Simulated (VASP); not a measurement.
# NaAl3 (I4/mmm) in VASP: a series of runs

The runs below take NaAl3 through single point, with PBE.

Program: VASP 6.6.1. These are calculated values, not measurements. Logs are shortened: lines on timing, memory, paths and dates and some standing lists are left out, and cuts for length are marked.

## Step 1: The cell of the first run

It takes space group I4/mmm (No. 139, tetragonal). The conventional cell has a = 4.311 Å, b = 4.311 Å, c = 8.321 Å, α = 90.00°, β = 90.00°, γ = 90.00°. Na (site symmetry 4/mmm) has 12 Al at 3.00 to 3.05 Å within 3.9 Å. Within 3.9 Å of Al (site symmetry -4m2) lie 4 Na at 3.00 Å and 8 Al at 3.00 to 3.05 Å. Within 3.9 Å of Al (site symmetry 4/mmm) lie 8 Al at 3.00 Å and 4 Na at 3.05 Å.

## Step 2: Single point, PBE (strained)

File INCAR:

```
PREC = Accurate
ENCUT = 520
EDIFF = 1E-6
ISMEAR = 0
SIGMA = 0.1
LREAL = F
LASPH = T
NELM = 100
ALGO = Normal
ISIF = 2
LWAVE = F
LCHARG = F
GGA = PE
NBANDS = 16
```

File KPOINTS:

```
Automatic mesh
0
Gamma
  14 14 14
```

File POSCAR:

```
NaAl3
1.0
   -2.1556490101      2.1556490101      4.1606685400
    2.1556490101     -2.1556490101      4.1606685400
    2.1556490101      2.1556490101     -4.1606685400
Na Al
1 3
Direct
    0.0000000000      0.0000000000      0.0000000000
    0.7500000000      0.2500000000      0.5000000000
    0.2500000000      0.7500000000      0.5000000000
    0.5000000000      0.5000000000      0.0000000000
```

Potentials or basis: VASP PAW PBE potentials, release 64 (Na_pv, Al).

Started as:

```bash
> cat potpaw_PBE.64/Na_pv/POTCAR potpaw_PBE.64/Al/POTCAR > POTCAR
> mpirun -np 1 vasp_std > vasp.out
```

OUTCAR:

```text
PREC = Accurate
   ENCUT = 520
   EDIFF = 1E-6
   ISMEAR = 0
   LREAL = F
   LASPH = T
   NELM = 100
   ISIF = 2
   GGA = PE

 ion  position               nearest neighbor table
   1  0.000  0.000  0.000-   2 3.00   3 3.00   2 3.00   3 3.00   2 3.00   3 3.00   2 3.00   3 3.00
                             4 3.05   4 3.05   4 3.05   4 3.05
   2  0.750  0.250  0.500-   1 3.00   4 3.00   1 3.00   4 3.00   4 3.00   1 3.00   4 3.00   1 3.00
                             3 3.05   3 3.05   3 3.05   3 3.05
   3  0.250  0.750  0.500-   1 3.00   4 3.00   1 3.00   4 3.00   1 3.00   4 3.00   1 3.00   4 3.00
                             2 3.05   2 3.05   2 3.05   2 3.05
   4  0.500  0.500  0.000-   2 3.00   3 3.00   2 3.00   3 3.00   3 3.00   2 3.00   3 3.00   2 3.00
                             1 3.05   1 3.05   1 3.05   1 3.05

  LATTYP: Found a body centered tetragonal cell.
 ALAT       =     4.3112980202
 C/A-ratio  =     1.9301233738

  Lattice vectors:

 A1 = (  -2.1556490101,   2.1556490101,   4.1606685400)
 A2 = (   2.1556490101,  -2.1556490101,   4.1606685400)
 A3 = (   2.1556490101,   2.1556490101,  -4.1606685400)

Analysis of symmetry for initial positions (statically):
=====================================================================
 Subroutine PRICEL returns:
 Original cell was already a primitive cell.

 Routine SETGRP: Setting up the symmetry group for a
 body centered tetragonal supercell.

 Subroutine GETGRP returns: Found 16 space group operations
 (whereof 16 operations were pure point group operations)
 out of a pool of 16 trial point group operations.

The static configuration has the point symmetry D_4h.

Analysis of symmetry for dynamics (positions and initial velocities):
=====================================================================
 Subroutine PRICEL returns:
 Original cell was already a primitive cell.

 Routine SETGRP: Setting up the symmetry group for a
 body centered tetragonal supercell.

 Subroutine GETGRP returns: Found 16 space group operations
 (whereof 16 operations were pure point group operations)
 out of a pool of 16 trial point group operations.

The dynamic configuration has the point symmetry D_4h.

 Subroutine INISYM returns: Found 16 space group operations
 (whereof 16 operations are pure point group operations),
 and found     1 'primitive' translations

----------------------------------------------------------------------------------------

                                     Primitive cell

  volume of cell :      77.3356

  direct lattice vectors                    reciprocal lattice vectors
    -2.155649010  2.155649010  4.160668540     0.000000000  0.231948707  0.120172995
     2.155649010 -2.155649010  4.160668540     0.231948707  0.000000000  0.120172995
     2.155649010  2.155649010 -4.160668540     0.231948707  0.231948707  0.000000000

  length of vectors
     5.157984879  5.157984879  5.157984879     0.261231222  0.261231222  0.328025007

  position of ions in fractional coordinates (direct lattice)
     0.000000000  0.000000000  0.000000000
     0.750000000  0.250000000  0.500000000
     0.250000000  0.750000000  0.500000000
     0.500000000  0.500000000  0.000000000

  ion indices of the primitive-cell ions
   primitive index   ion index
                 1           1
                 2           2
                 3           3
                 4           4

----------------------------------------------------------------------------------------

 KPOINTS: Automatic mesh

Automatic generation of k-mesh.
 Grid dimensions read from file:
 generate k-points for:   14   14   14

 Generating k-lattice:

  Cartesian coordinates                     Fractional coordinates (reciprocal lattice)
     0.000000000  0.016567765  0.008583785     0.071428571  0.000000000  0.000000000
     0.016567765  0.000000000  0.008583785     0.000000000  0.071428571  0.000000000
     0.016567765  0.016567765  0.000000000     0.000000000  0.000000000  0.071428571

  Length of vectors
     0.018659373  0.018659373  0.023430358

  Shift w.r.t. Gamma in fractional coordinates (k-lattice)
     0.000000000  0.000000000  0.000000000

 Subroutine IBZKPT returns following result:
 ===========================================

 Found    244 irreducible k-points:

 Following reciprocal coordinates:
            Coordinates               Weight
  0.000000  0.000000  0.000000      1.000000
  0.071429 -0.000000  0.000000      8.000000
  0.142857  0.000000 -0.000000      8.000000
  0.214286  0.000000 -0.000000      8.000000
  0.285714 -0.000000  0.000000      8.000000
  0.357143  0.000000  0.000000      8.000000
[... 16 lines left out ...]
  0.214286  0.142857  0.000000     16.000000
  0.285714  0.142857 -0.000000     16.000000
 [... further k-points ...]
   k-points           NKPTS =    244   k-points in BZ     NKDIM =    244   number of bands    NBANDS=     16
   number of dos      NEDOS =    301   number of ions     NIONS =      4
   total plane-waves  NPLWV =  64000
   dimension x,y,z NGX =    40 NGY =   40 NGZ =   40
   dimension x,y,z NGXF=    80 NGYF=   80 NGZF=   80
   ions per type =               1   3
   NGX,Y,Z   is equivalent  to a cutoff of  12.89, 12.89, 12.89 a.u.
   NGXF,Y,Z  is equivalent  to a cutoff of  25.78, 25.78, 25.78 a.u.
 SYSTEM =  unknown system
   PREC   = accura    normal or accurate (medium, high low for compatibility)
   ISTART =      0    job   : 0-new  1-cont  2-samecut
   ICHARG =      2    charge: 1-file 2-atom 10-const
   ISPIN  =      1    spin polarized calculation?
   LNONCOLLINEAR =      F non collinear calculations
   LSORBIT =      F    spin-orbit coupling
   LASPH  =      T    aspherical Exc in radial PAW
   ENCUT  =  520.0 eV  38.22 Ry    6.18 a.u.   9.59  9.59  9.59*2*pi/ulx,y,z
   NELM   =    100;   NELMIN=  2; NELMDL= -5     # of ELM steps
   EDIFF  = 0.1E-05   stopping-criterion for ELM
   LREAL  =      F    real-space projection
[... 7 lines left out ...]
   TEBEG  =    0.0;   TEEND  =   0.0 temperature during run
   PSTRESS=    0.0 pullay stress
   NELECT =      16.0000    total number of electrons
   NUPDOWN=      -1.0000    fix difference up-down
   EMIN   =  10.00;   EMAX   =-10.00  energy-range for DOS
   EFERMI =   0.00;   METHOD = LEGACY
   ISMEAR =     0;   SIGMA  =   0.10  broadening in eV -4-tet -1-fermi 0-gaus
   EFERMI_NEDOS =   21; number of points for ismear=-14 and -15
   IALGO  =     38    algorithm
   IMIX   =      4    mixing-type and parameters
     AMIX     =   0.40;   BMIX     =  1.00
     AMIX_MAG =   1.60;   BMIX_MAG =  1.00
  volume/ion in A,a.u.               =      19.33       130.47
  Fermi-wavevector in a.u.,A,eV,Ry     =   0.968252  1.829731 12.755625  0.937512
  Thomas-Fermi vector in A             =   2.098206
   LORBIT       =      0    0 simple, 1 ext, 2 COOP (PROOUT), +10 PAW based schemes
   GGA     = PE    functional components
   LHFCALC =     F    Hartree Fock is set to
   AEXX    =    0.0000 exact exchange contribution
   IVDW    =     0    specifies the selected vdW correction
   LEPSILON=     F    determine dielectric tensor
   LRPA    =     F    only Hartree local field effects (RPA)
 non-spin polarized calculation
 Gauss-broadening in eV      SIGMA  =   0.10
  energy-cutoff  :      520.00
  volume of cell :       77.34
 maximum number of plane-waves:      2108
   NGX = 19   NGY = 19   NGZ = 19

 number of electron      16.0000004 magnetization

 Free energy of the ion-electron system (eV)
  ---------------------------------------------------
  ext. energy  EPLUGINS =         0.00000000
  ---------------------------------------------------
  free energy    TOTEN  =       -11.82868411 eV

  energy without entropy =      -11.82109687  energy(sigma->0) =      -11.82489049

 E-fermi :   5.3000     XC(G=0):  -9.3694

 val. band max:        5.2997216682   @ k =  -0.1429   0.3571   0.1429
 cond. band min:       5.3070031509   @ k =  -0.1429  -0.2857   0.0714
 fundamental gap:      0.0072814827
 Fermi energy:         5.3000392666

 k-point     1 :       0.0000    0.0000    0.0000
  band No.  band energies     occupation
      1     -18.6083      2.00000
      2     -18.5899      2.00000
      3     -18.5899      2.00000
      4      -3.7469      2.00000
      5       3.9118      2.00000
      6       4.7993      2.00000
[... 8 lines left out ...]
     15      11.0752      0.00000
     16      11.5993      0.00000

 k-point     2 :       0.0714   -0.0000    0.0000
  band No.  band energies     occupation
      1     -18.6083      2.00000
      2     -18.5903      2.00000
      3     -18.5899      2.00000
      4      -3.6960      2.00000
      5       3.6258      2.00000
      6       4.3888      2.00000
[... 8 lines left out ...]
     15      10.3718      0.00000
     16      11.4707      0.00000

 k-point     3 :       0.1429    0.0000   -0.0000
  band No.  band energies     occupation
      1     -18.6084      2.00000
      2     -18.5914      2.00000
      3     -18.5899      2.00000
      4      -3.5440      2.00000
      5       2.9627      2.00000
      6       3.7413      2.00000
[... 8 lines left out ...]
     15      10.3666      0.00000
     16      11.3473      0.00000

 k-point     4 :       0.2143    0.0000   -0.0000
  band No.  band energies     occupation
      1     -18.6085      2.00000
      2     -18.5930      2.00000
      3     -18.5898      2.00000
      4      -3.2925      2.00000
      5       2.0770      2.00000
      6       3.3519      2.00000
[... 8 lines left out ...]
     15      10.4782      0.00000
     16      11.9781      0.00000
[... 324 lines left out ...]
 k-point    22 :       0.1429    0.1429   -0.0000
  band No.  band energies     occupation
      1     -18.6087      2.00000
      2     -18.5915      2.00000
      3     -18.5912      2.00000
      4      -3.2585      2.00000
      5       2.3289      2.00000
      6       2.8582      2.00000
[... 8 lines left out ...]
     15      11.4210      0.00000
     16      12.0587      0.00000

 k-point    23 :       0.2143    0.1429    0.0000
  band No.  band energies     occupation
      1     -18.6089      2.00000
      2     -18.5929      2.00000
      3     -18.5912      2.00000
      4      -2.9678      2.00000
      5       1.7372      2.00000
      6       2.4295      2.00000
[... 8 lines left out ...]
     15      11.7824      0.00000
     16      12.2037      0.00000

 k-point    24 :       0.2857    0.1429   -0.0000
  band No.  band energies     occupation
      1     -18.6090      2.00000
      2     -18.5946      2.00000
      3     -18.5911      2.00000
      4      -2.5834      2.00000
      5       0.9300      2.00000
      6       2.2432      2.00000
[... 8 lines left out ...]
     15      11.1409      0.00000
     16      12.1309      0.00000

 [... further k-points ...]
[... 5 lines left out ...]
  --------------------------------------------------------------------------------------
  -------------------------------------------------------------------------------------
  Total       -0.3822170     -0.3822170     -0.2419634      0.0000000     -0.0000000      0.0000000
  in kB       -7.9184726     -7.9184726     -5.0128078      0.0000000     -0.0000000      0.0000000
  external PRESSURE =      -6.9499177 kB  Pullay stress =       0.0000000 kB

 VOLUME and BASIS-vectors are now :
 -----------------------------------------------------------------------------
  energy-cutoff  :      520.00
  volume of cell :       77.34
      direct lattice vectors                 reciprocal lattice vectors
    -2.155649010  2.155649010  4.160668540     0.000000000  0.231948707  0.120172995
     2.155649010 -2.155649010  4.160668540     0.231948707  0.000000000  0.120172995
     2.155649010  2.155649010 -4.160668540     0.231948707  0.231948707  0.000000000

 POSITION                                       TOTAL-FORCE (eV/Angst)
 -----------------------------------------------------------------------------------
      0.00000      0.00000      0.00000         0.000000     -0.000000     -0.000000
     -0.00000      2.15565      2.08033        -0.000000      0.000000     -0.000000
      2.15565     -0.00000      2.08033         0.000000     -0.000000      0.000000
      0.00000      0.00000      4.16067         0.000000     -0.000000     -0.000000
 -----------------------------------------------------------------------------------
    total drift:                               -0.000000     -0.000000     -0.000000

  FREE ENERGIE OF THE ION-ELECTRON SYSTEM (eV)
  ---------------------------------------------------
  free  energy   TOTEN  =       -11.8286841056 eV

  energy  without entropy=      -11.8210968712  energy(sigma->0) =      -11.82489049
```

Wall time 2.7 min (1 thread of AMD EPYC 9R45 (Zen 5), shared host); peak memory 0.38 GiB.

Results:

- Free energy: -11.8287 eV
- Pressure: -0.7 GPa
- Band gap on the k mesh: zero (bands 8 and 9 overlap by 2.89 eV)

Stress tensor (GPa, compression positive):
```
-0.79  0.00  0.00
 0.00 -0.79  0.00
 0.00  0.00 -0.50
```

Caveat: the cell differs from its parent crystal (strained).

(Continued in part 2 of 2.)
